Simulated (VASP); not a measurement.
# Cs (I4/mmm) in VASP: a series of runs

Cs is run at these levels: PBE; tasks: single point.

Program: VASP 6.6.1. These are calculated values, not measurements. Logs are shortened: lines on timing, memory, paths and dates and some standing lists are left out, and cuts for length are marked.

### Step 1. The cell of the first run

It takes space group I4/mmm (No. 139, tetragonal). The conventional cell has a = 5.388 Å, b = 5.388 Å, c = 8.027 Å, α = 90.00°, β = 90.00°, γ = 90.00°.

### Step 2. Single point, PBE

INCAR reads:

```
SYSTEM = Cs
ALGO     = Normal         ! electronic algorithm
EDIFF    = 1E-6           ! SCF threshold, eV
ENCUT    = 520            ! plane-wave cutoff, eV
GGA      = PE             ! functional
ISIF     = 2              ! what is computed and relaxed
ISMEAR   = 0              ! smearing method
LASPH    = .TRUE.         ! aspherical terms in the spheres
LCHARG   = .FALSE.        ! write CHGCAR
LREAL    = .FALSE.        ! projectors in reciprocal space
LWAVE    = .FALSE.        ! write WAVECAR
NBANDS   = 10             ! bands
NELM     = 80             ! most SCF steps
PREC     = Accurate       ! precision mode
SIGMA    = 0.05           ! smearing width, eV
```

KPOINTS reads:

```
k-points
0
G
  8 8 8
  0 0 0
```

POSCAR reads:

```
Cs
1.0
    5.3878714371      0.0000000000      0.0000000000
    0.0000000000      5.3878714371      0.0000000000
   -2.6939357185     -2.6939357185      4.0135983889
Cs
1
Direct
    0.0000000000      0.0000000000      0.0000000000
```

Potentials or basis: VASP PAW PBE potentials, release 64 (Cs_sv).

The run is started by

```sh
$ cat potpaw_PBE.64/Cs_sv/POTCAR > POTCAR
$ mpirun -np 1 vasp_std > vasp.out
```

OUTCAR:

```text
SYSTEM = Cs
   EDIFF = 1E-6
   ENCUT = 520
   GGA = PE
   ISIF = 2
   ISMEAR = 0
   LASPH = .TRUE.
   LREAL = .FALSE.
   NELM = 80
   PREC = Accurate

 ion  position               nearest neighbor table
   1  0.000  0.000  0.000-

  LATTYP: Found a body centered tetragonal cell.
 ALAT       =     5.3878714371
 C/A-ratio  =     1.4898642018

  Lattice vectors:

 A1 = (   2.6939357185,  -2.6939357186,  -4.0135983889)
 A2 = (  -2.6939357186,   2.6939357185,  -4.0135983889)
 A3 = (   2.6939357186,   2.6939357186,   4.0135983889)

Analysis of symmetry for initial positions (statically):
=====================================================================
 Subroutine PRICEL returns:
 Original cell was already a primitive cell.

 Routine SETGRP: Setting up the symmetry group for a
 body centered tetragonal supercell.

 Subroutine GETGRP returns: Found 16 space group operations
 (whereof 16 operations were pure point group operations)
 out of a pool of 16 trial point group operations.

The static configuration has the point symmetry D_4h.

Analysis of symmetry for dynamics (positions and initial velocities):
=====================================================================
 Subroutine PRICEL returns:
 Original cell was already a primitive cell.

 Routine SETGRP: Setting up the symmetry group for a
 body centered tetragonal supercell.

 Subroutine GETGRP returns: Found 16 space group operations
 (whereof 16 operations were pure point group operations)
 out of a pool of 16 trial point group operations.

The dynamic configuration has the point symmetry D_4h.

 Subroutine INISYM returns: Found 16 space group operations
 (whereof 16 operations are pure point group operations),
 and found     1 'primitive' translations

----------------------------------------------------------------------------------------

                                     Primitive cell

  volume of cell :     116.5114

  direct lattice vectors                    reciprocal lattice vectors
     5.387871437  0.000000000  0.000000000     0.185602053  0.000000000  0.124576490
     0.000000000  5.387871437  0.000000000     0.000000000  0.185602053  0.124576490
    -2.693935719 -2.693935719  4.013598389     0.000000000  0.000000000  0.249152980

  length of vectors
     5.387871437  5.387871437  5.533855016     0.223533944  0.223533944  0.249152980

  position of ions in fractional coordinates (direct lattice)
[... 81 lines left out ...]
   IBRION =     -1    ionic relax: 0-MD 1-quasi-New 2-CG
   NFREE  =      0    steps in history (QN), initial steepest desc. (CG)
   ISIF   =      2    stress and relaxation
   ISYM   =      2    0-nonsym 1-usesym 2-fastsym
   POTIM  = 0.5000    time-step for ionic-motion
   TEBEG  =    0.0;   TEEND  =   0.0 temperature during run
   PSTRESS=    0.0 pullay stress
   NELECT =       9.0000    total number of electrons
   NUPDOWN=      -1.0000    fix difference up-down
   EMIN   =  10.00;   EMAX   =-10.00  energy-range for DOS
   EFERMI =   0.00;   METHOD = LEGACY
   ISMEAR =     0;   SIGMA  =   0.05  broadening in eV -4-tet -1-fermi 0-gaus
   EFERMI_NEDOS =   21; number of points for ismear=-14 and -15
   IALGO  =     38    algorithm
   IMIX   =      4    mixing-type and parameters
     AMIX     =   0.40;   BMIX     =  1.00
     AMIX_MAG =   1.60;   BMIX_MAG =  1.00
  volume/ion in A,a.u.               =     116.51       786.26
  Fermi-wavevector in a.u.,A,eV,Ry     =   0.697214  1.317544  6.613896  0.486108
  Thomas-Fermi vector in A             =   1.780480
   LORBIT       =      0    0 simple, 1 ext, 2 COOP (PROOUT), +10 PAW based schemes
   GGA     = PE    functional components
   LHFCALC =     F    Hartree Fock is set to
   AEXX    =    0.0000 exact exchange contribution
   IVDW    =     0    specifies the selected vdW correction
   LEPSILON=     F    determine dielectric tensor
   LRPA    =     F    only Hartree local field effects (RPA)
 non-spin polarized calculation
 Gauss-broadening in eV      SIGMA  =   0.05
  energy-cutoff  :      520.00
  volume of cell :      116.51
 maximum number of plane-waves:      3152
   NGX = 21   NGY = 21   NGZ = 21

 number of electron       9.0000000 magnetization

 Free energy of the ion-electron system (eV)
  ---------------------------------------------------
  ext. energy  EPLUGINS =         0.00000000
  ---------------------------------------------------
  free energy    TOTEN  =        -0.84739605 eV

  energy without entropy =       -0.84529114  energy(sigma->0) =       -0.84634360

 E-fermi :   0.3898     XC(G=0):  -5.3742

 val. band max:        0.3728299107   @ k =   0.5000   0.1250   0.1250
 cond. band min:       0.3965042801   @ k =   0.5000   0.0000  -0.0000
 fundamental gap:      0.0236743695
 Fermi energy:         0.3898205164

 k-point     1 :       0.0000    0.0000    0.0000
  band No.  band energies     occupation
      1     -23.4399      2.00000
      2     -10.1874      2.00000
      3     -10.1857      2.00000
      4     -10.1857      2.00000
      5      -1.2447      2.00000
      6       2.7552      0.00000
      7       2.9251      0.00000
      8       2.9251      0.00000
      9       3.7528      0.00000
     10       4.0928      0.00000
[... 287 lines left out ...]
 k-point    24 :       0.2500    0.0000    0.1250
  band No.  band energies     occupation
      1     -23.4353      2.00000
      2     -10.2795      2.00000
      3     -10.2109      2.00000
      4     -10.2022      2.00000
      5      -0.1439      2.00000
      6       1.7077      0.00000
      7       2.4498      0.00000
      8       3.0838      0.00000
      9       3.8836      0.00000
     10       4.4688      0.00000

 [... further k-points ...]

------------------------ aborting loop because EDIFF is reached ----------------------------------------

  FORCE on cell =-STRESS in cart. coord.  units (eV):
  Direction    XX          YY          ZZ          XY          YZ          ZX
  --------------------------------------------------------------------------------------
  -------------------------------------------------------------------------------------
  Total        0.0261502      0.0261502     -0.0031134      0.0000000     -0.0000000     -0.0000000
  in kB        0.3595975      0.3595975     -0.0428131      0.0000000     -0.0000000     -0.0000000
  external PRESSURE =       0.2254606 kB  Pullay stress =       0.0000000 kB

 VOLUME and BASIS-vectors are now :
 -----------------------------------------------------------------------------
  energy-cutoff  :      520.00
  volume of cell :      116.51
      direct lattice vectors                 reciprocal lattice vectors
     5.387871437  0.000000000  0.000000000     0.185602053  0.000000000  0.124576490
     0.000000000  5.387871437  0.000000000     0.000000000  0.185602053  0.124576490
    -2.693935719 -2.693935719  4.013598389     0.000000000  0.000000000  0.249152980

 POSITION                                       TOTAL-FORCE (eV/Angst)
 -----------------------------------------------------------------------------------
      0.00000      0.00000      0.00000        -0.000000      0.000000      0.000000
 -----------------------------------------------------------------------------------
    total drift:                               -0.000000     -0.000000      0.000000

  FREE ENERGIE OF THE ION-ELECTRON SYSTEM (eV)
  ---------------------------------------------------
  free  energy   TOTEN  =        -0.8473960538 eV

  energy  without entropy=       -0.8452911434  energy(sigma->0) =       -0.84634360
```

OSZICAR:

```text
N       E                     dE             d eps       ncg     rms          rms(c)
DAV:   1     0.533643778425E+02    0.53364E+02   -0.28268E+03  1180   0.620E+02
DAV:   2     0.435668503841E+01   -0.49008E+02   -0.47763E+02  1548   0.108E+02
DAV:   3    -0.773496357121E+00   -0.51302E+01   -0.51181E+01  1354   0.406E+01
DAV:   4    -0.845597194265E+00   -0.72101E-01   -0.72088E-01  1624   0.575E+00
DAV:   5    -0.845892931543E+00   -0.29574E-03   -0.29573E-03  1632   0.332E-01    0.127E-01
DAV:   6    -0.846397959133E+00   -0.50503E-03   -0.13164E-03  1558   0.176E-01    0.879E-02
DAV:   7    -0.847308282185E+00   -0.91032E-03   -0.33316E-03  1366   0.290E-01    0.355E-02
DAV:   8    -0.847395202069E+00   -0.86920E-04   -0.11892E-04  1372   0.690E-02    0.437E-03
DAV:   9    -0.847396877732E+00   -0.16757E-05   -0.44798E-06  1850   0.106E-02    0.326E-03
DAV:  10    -0.847396053784E+00    0.82395E-06   -0.12419E-06  1348   0.500E-03
   1 F= -.84739605E+00 E0= -.84634360E+00  d E =-.210491E-02
```

Wall time 39 s (1 thread of Intel Xeon Platinum 8259CL at 2.50GHz (Skylake/Cascade Lake), shared host); peak memory 0.26 GiB.

What came out:

- Free energy: -0.8474 eV
- Pressure: 0.0 GPa
- Band gap on the k mesh: zero (an odd number of electrons rules out a gap without spin polarisation)

Levels at points of the mesh, in eV from the Fermi level:
```
           k point  band 1  band 2  band 3  band 4  band 5  band 6  band 7  band 8  band 9  band 10
(0.00, 0.00, 0.00)  -23.83  -10.58  -10.58  -10.58   -1.63    2.37    2.54    2.54    3.36     3.70
(0.50, 0.00, 0.00)  -23.82  -10.71  -10.60  -10.59    0.01    0.78    2.22    2.45    4.26     4.34
(0.50, 0.50, 0.00)  -23.82  -10.70  -10.64  -10.62    0.34    1.05    1.54    3.86    4.01     4.13
(0.00, 0.00, 0.50)  -23.82  -10.70  -10.62  -10.62    0.24    1.14    1.26    4.17    4.17     4.27
```

Caveat: spin-orbit coupling is left out, which moves the levels of the heavy elements.

### Step 3. Single point, PBE

This run uses another cell than the first one, of 123.95 Å³/atom.

INCAR reads:

```
PREC = Accurate ; ENCUT = 520
EDIFF = 1E-6 ; ISMEAR = 0
SIGMA = 0.05 ; LREAL = F
LASPH = T ; NELM = 80
ALGO = Normal ; ISIF = 2
LWAVE = F ; LCHARG = F
GGA = PE ; NBANDS = 10
```

KPOINTS reads:

```
Automatic mesh
0
Gamma
  8 8 8
```

POSCAR reads:

```
Cs
1.0
    5.5001509200      0.0000000000      0.0000000000
    0.0000000000      5.5001509200      0.0000000000
   -2.7500754600     -2.7500754600      4.0972389800
Cs
1
Direct
    0.0000000000      0.0000000000      0.0000000000
```

Potentials or basis: VASP PAW PBE potentials, release 64 (Cs_sv).

The run is started by

```sh
$ cat potpaw_PBE.64/Cs_sv/POTCAR > POTCAR
$ mpirun -np 1 vasp_std > vasp.out
```

OUTCAR:

```text
PREC = Accurate
   ENCUT = 520
   EDIFF = 1E-6
   ISMEAR = 0
   LREAL = F
   LASPH = T
   NELM = 80
   ISIF = 2
   GGA = PE

 ion  position               nearest neighbor table
   1  0.000  0.000  0.000-

  LATTYP: Found a body centered tetragonal cell.
 ALAT       =     5.5001509200
 C/A-ratio  =     1.4898642018

  Lattice vectors:

 A1 = (   2.7500754600,  -2.7500754600,  -4.0972389800)
 A2 = (  -2.7500754600,   2.7500754600,  -4.0972389800)
 A3 = (   2.7500754600,   2.7500754600,   4.0972389800)
[... 491 lines left out ...]
     10       4.1942      0.00000

 [... further k-points ...]

------------------------ aborting loop because EDIFF is reached ----------------------------------------

  FORCE on cell =-STRESS in cart. coord.  units (eV):
  Direction    XX          YY          ZZ          XY          YZ          ZX
  --------------------------------------------------------------------------------------
  -------------------------------------------------------------------------------------
  Total       -0.0610777     -0.0610777     -0.0927484      0.0000000     -0.0000000      0.0000000
  in kB       -0.7895009     -0.7895009     -1.1988824      0.0000000     -0.0000000      0.0000000
  external PRESSURE =      -0.9259614 kB  Pullay stress =       0.0000000 kB

 VOLUME and BASIS-vectors are now :
 -----------------------------------------------------------------------------
  energy-cutoff  :      520.00
  volume of cell :      123.95
      direct lattice vectors                 reciprocal lattice vectors
     5.500150920  0.000000000  0.000000000     0.181813193  0.000000000  0.122033399
     0.000000000  5.500150920  0.000000000     0.000000000  0.181813193  0.122033399
    -2.750075460 -2.750075460  4.097238980     0.000000000  0.000000000  0.244066798

 POSITION                                       TOTAL-FORCE (eV/Angst)
 -----------------------------------------------------------------------------------
      0.00000      0.00000      0.00000         0.000000      0.000000      0.000000
 -----------------------------------------------------------------------------------
    total drift:                                0.000000     -0.000000     -0.000000

  FREE ENERGIE OF THE ION-ELECTRON SYSTEM (eV)
  ---------------------------------------------------
  free  energy   TOTEN  =        -0.8459577307 eV

  energy  without entropy=       -0.8439989757  energy(sigma->0) =       -0.84497835
```

It took 44 s on 1 thread of Intel Xeon Platinum 8259CL at 2.50GHz (Skylake/Cascade Lake), shared host; peak memory 0.27 GiB.

What came out:

* Free energy: -0.8460 eV
* Pressure: -0.1 GPa
* Band gap on the k mesh: zero (an odd number of electrons rules out a gap without spin polarisation)

Caveat: spin-orbit coupling is left out, which moves the levels of the heavy elements.
